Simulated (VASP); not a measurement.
# AgI (F-43m) in VASP: further runs, part 2 of 2

VASP 6.6.1. The steps go on from the part before.

## Step 4: Phonons, r2SCAN

This run uses another cell than the first one, of 33.54 Å³/atom.

Input file INCAR:

```
PREC = Accurate
ENCUT = 550
EDIFF = 1E-8
ISMEAR = 0
SIGMA = 0.01
LREAL = F
LASPH = T
NELM = 120
ALGO = Normal
ISIF = 2
LWAVE = F
LCHARG = F
METAGGA = R2SCAN
LMIXTAU = T
NBANDS = 16
IBRION = 6
NFREE = 2
POTIM = 0.015
NSW = 1
GGA_COMPAT = F
```

Input file KPOINTS:

```
Automatic mesh
0
Gamma
  6 6 6
```

Input file POSCAR:

```
AgI
1.0
    3.2249868996      3.2249868996      0.0000000000
   -3.2249868996      3.2249868996      0.0000000000
    0.0000000000      3.2249868996      3.2249868996
Ag I
1 1
Direct
    0.0000000000      0.0000000000      0.0000000000
    0.7500000000      0.2500000000      0.5000000000
```

Potentials or basis: VASP PAW PBE potentials, release 64 (Ag, I).

Run with:

```sh
cat potpaw_PBE.64/Ag/POTCAR potpaw_PBE.64/I/POTCAR > POTCAR
mpirun -np 1 vasp_std > vasp.out
```

OUTCAR:

```text
PREC = Accurate
   ENCUT = 550
   EDIFF = 1E-8
   ISMEAR = 0
   LREAL = F
   LASPH = T
   NELM = 120
   ISIF = 2
   METAGGA = R2SCAN
   IBRION = 6
   NFREE = 2
   POTIM = 0.015
   NSW = 1

 ion  position               nearest neighbor table
   1  0.000  0.000  0.000-   2 2.79   2 2.79   2 2.79   2 2.79
   2  0.750  0.250  0.500-   1 2.79   1 2.79   1 2.79   1 2.79

  LATTYP: Found a face centered cubic cell.
 ALAT       =     6.4499737992

  Lattice vectors:

 A1 = (   0.0000000000,   3.2249868996,   3.2249868996)
 A2 = (   3.2249868996,   0.0000000000,   3.2249868996)
 A3 = (   3.2249868996,   3.2249868996,   0.0000000000)

Analysis of symmetry for initial positions (statically):
=====================================================================
 Subroutine PRICEL returns:
 Original cell was already a primitive cell.

 Routine SETGRP: Setting up the symmetry group for a
 face centered cubic supercell.

 Subroutine GETGRP returns: Found 24 space group operations
 (whereof 24 operations were pure point group operations)
 out of a pool of 48 trial point group operations.

The static configuration has the point symmetry T_d .

Analysis of symmetry for dynamics (positions and initial velocities):
=====================================================================
 Subroutine PRICEL returns:
 Original cell was already a primitive cell.

 Routine SETGRP: Setting up the symmetry group for a
 face centered cubic supercell.

 Subroutine GETGRP returns: Found 24 space group operations
 (whereof 24 operations were pure point group operations)
 out of a pool of 48 trial point group operations.

The dynamic configuration has the point symmetry T_d .

 Subroutine INISYM returns: Found 24 space group operations
 (whereof 24 operations are pure point group operations),
 and found     1 'primitive' translations

----------------------------------------------------------------------------------------

                                     Primitive cell

  volume of cell :      67.0832

  direct lattice vectors                    reciprocal lattice vectors
     3.224986900  3.224986900  0.000000000     0.155039389  0.155039389 -0.155039389
    -3.224986900  3.224986900  0.000000000    -0.155039389  0.155039389 -0.155039389
     0.000000000  3.224986900  3.224986900     0.000000000  0.000000000  0.310078779

  length of vectors
     4.560820212  4.560820212  4.560820212     0.268536100  0.268536100  0.310078779

  position of ions in fractional coordinates (direct lattice)
     0.000000000  0.000000000  0.000000000
     0.750000000  0.250000000  0.500000000

  ion indices of the primitive-cell ions
   primitive index   ion index
                 1           1
                 2           2

[... 88 lines left out ...]
   LHFCALC =     F    Hartree Fock is set to
   AEXX    =    0.0000 exact exchange contribution
   IVDW    =     0    specifies the selected vdW correction
   LEPSILON=     F    determine dielectric tensor
   LRPA    =     F    only Hartree local field effects (RPA)
 finite differences with symmetry
 non-spin polarized calculation
 Gauss-broadening in eV      SIGMA  =   0.01
  energy-cutoff  :      550.00
  volume of cell :       67.08
 maximum number of plane-waves:      1989
   NGX = 17   NGY = 17   NGZ = 17

--------------------------------------- Ionic step        1  -------------------------------------------

 number of electron      17.9999998 magnetization

 Free energy of the ion-electron system (eV)
  ---------------------------------------------------
  ext. energy  EPLUGINS =         0.00000000
  ---------------------------------------------------
  free energy    TOTEN  =       -46.50360362 eV

  energy without entropy =      -46.50360362  energy(sigma->0) =      -46.50360362

------------------------ aborting loop because EDIFF is reached ----------------------------------------

  FORCE on cell =-STRESS in cart. coord.  units (eV):
  Direction    XX          YY          ZZ          XY          YZ          ZX
  --------------------------------------------------------------------------------------
  -------------------------------------------------------------------------------------
  Total        0.7794626      0.7794626      0.7794626     -0.0000000      0.0000000     -0.0000000
  in kB       18.6162404     18.6162404     18.6162404     -0.0000000      0.0000000     -0.0000000
  external PRESSURE =      18.6162404 kB  Pullay stress =       0.0000000 kB
[... 131 lines left out ...]
--------------------------------------- Ionic step        5  -------------------------------------------

 number of electron      17.9999997 magnetization

 Free energy of the ion-electron system (eV)
  ---------------------------------------------------
  ext. energy  EPLUGINS =         0.00000000
  ---------------------------------------------------
  free energy    TOTEN  =       -46.50330717 eV

  energy without entropy =      -46.50330717  energy(sigma->0) =      -46.50330717

 E-fermi :   3.2404     XC(G=0):  -9.0467

 val. band max:        3.1271777065   @ k =   0.0000   0.0000   0.0000
 cond. band min:       4.9076559709   @ k =   0.0000   0.0000   0.0000
 fundamental gap:      1.7804782644
 Fermi energy:         3.2403880846

 k-point     1 :       0.0000    0.0000    0.0000
  band No.  band energies     occupation
      1     -10.2189      2.00000
      2      -1.3732      2.00000
      3      -1.3545      2.00000
      4      -1.3353      2.00000
      5      -0.0805      2.00000
      6      -0.0802      2.00000
[... 433 lines left out ...]
      3      -1.1700      2.00000
      4      -1.1316      2.00000
      5      -0.0965      2.00000
      6      -0.0530      2.00000
[... 8 lines left out ...]
     15      13.8137      0.00000
     16      14.7724      0.00000

 [... further k-points ...]

------------------------ aborting loop because EDIFF is reached ----------------------------------------

  FORCE on cell =-STRESS in cart. coord.  units (eV):
  Direction    XX          YY          ZZ          XY          YZ          ZX
  --------------------------------------------------------------------------------------
  -------------------------------------------------------------------------------------
  Total        0.7797878      0.7812036      0.7812036      0.0000000     -0.0778525      0.0000000
  in kB       18.6240086     18.6578220     18.6578220      0.0000000     -1.8593854      0.0000000
  external PRESSURE =      18.6465509 kB  Pullay stress =       0.0000000 kB
[... 17 lines left out ...]
  FREE ENERGIE OF THE ION-ELECTRON SYSTEM (eV)
  ---------------------------------------------------
  free  energy   TOTEN  =       -46.5033071701 eV

  energy  without entropy=      -46.5033071701  energy(sigma->0) =      -46.50330717

 INTERNAL STRAIN TENSORS FROM DISPLACED ATOMS
 ============================================

 INTERNAL STRAIN TENSOR FOR ION    1 for displacements in x,y,z  (eV/Angst):
          X           Y           Z          XY          YZ          ZX
  --------------------------------------------------------------------------------
  x     0.00000     0.00000     0.00000     0.00000    -5.19097    -0.00000
  y     0.00000     0.00000     0.00000    -0.00000    -0.00000    -5.19097
  z     0.00000     0.00000     0.00000    -5.19097    -0.00000    -0.00000

 INTERNAL STRAIN TENSOR FOR ION    2 for displacements in x,y,z  (eV/Angst):
          X           Y           Z          XY          YZ          ZX
  --------------------------------------------------------------------------------
  x     0.00000     0.00000     0.00000    -0.00000     5.18924     0.00000
  y    -0.00000     0.00000    -0.00000     0.00000     0.00000     5.18924
  z     0.00000     0.00000     0.00000     5.18924     0.00000     0.00000

 Eigenvectors and eigenvalues of the dynamical matrix
 ----------------------------------------------------

   1 f  =    3.317711 THz    20.845794 2PiTHz  110.666932 cm-1    13.720945 meV
             X         Y         Z           dx          dy          dz
      0.000000  0.000000  0.000000     0.735161   -0.000000    0.000000
      1.612493  4.837480  1.612493    -0.677893   -0.000000    0.000000
[... 21 lines left out ...]
   6 f/i=    0.000268 THz     0.001682 2PiTHz    0.008930 cm-1     0.001107 meV
             X         Y         Z           dx          dy          dz
      0.000000  0.000000  0.000000    -0.428445    0.506979   -0.137646
      1.612493  4.837480  1.612493    -0.464639    0.549808   -0.149274

 ELASTIC MODULI CONTR FROM IONIC RELAXATION (kBar)
 Direction    XX          YY          ZZ          XY          YZ          ZX
 --------------------------------------------------------------------------------
 XX          -0.0000     -0.0000     -0.0000     -0.0000     -0.0000      0.0000
 YY          -0.0000     -0.0000     -0.0000     -0.0000     -0.0000     -0.0000
 ZZ          -0.0000     -0.0000     -0.0000      0.0000     -0.0000      0.0000
 XY          -0.0000     -0.0000      0.0000   -244.9883      0.0000     -0.0000
 YZ          -0.0000     -0.0000     -0.0000      0.0000   -244.9883     -0.0000
 ZX           0.0000     -0.0000      0.0000     -0.0000     -0.0000   -244.9883
 --------------------------------------------------------------------------------
```

Run time: 18 min. Hardware: 1 thread of AMD EPYC 7R43 (Zen 3), shared host; peak memory 0.25 GiB.

What came out:

| Quantity | Value |
| --- | --- |
| Highest phonon frequency at Γ, LO-TO splitting left out | 111 cm⁻¹ |

Phonon frequencies in cm⁻¹ (negative: imaginary):
```tsv
q point	frequencies
(0.000, 0.000, 0.000)	0 0 0 111 111 111
```

Caveat: the cell stands under pressure or tension, which shifts response properties; the PAW data sets were made with another functional, which shifts forces and pressure a little; spin-orbit coupling is left out, which moves the levels of the heavy elements.
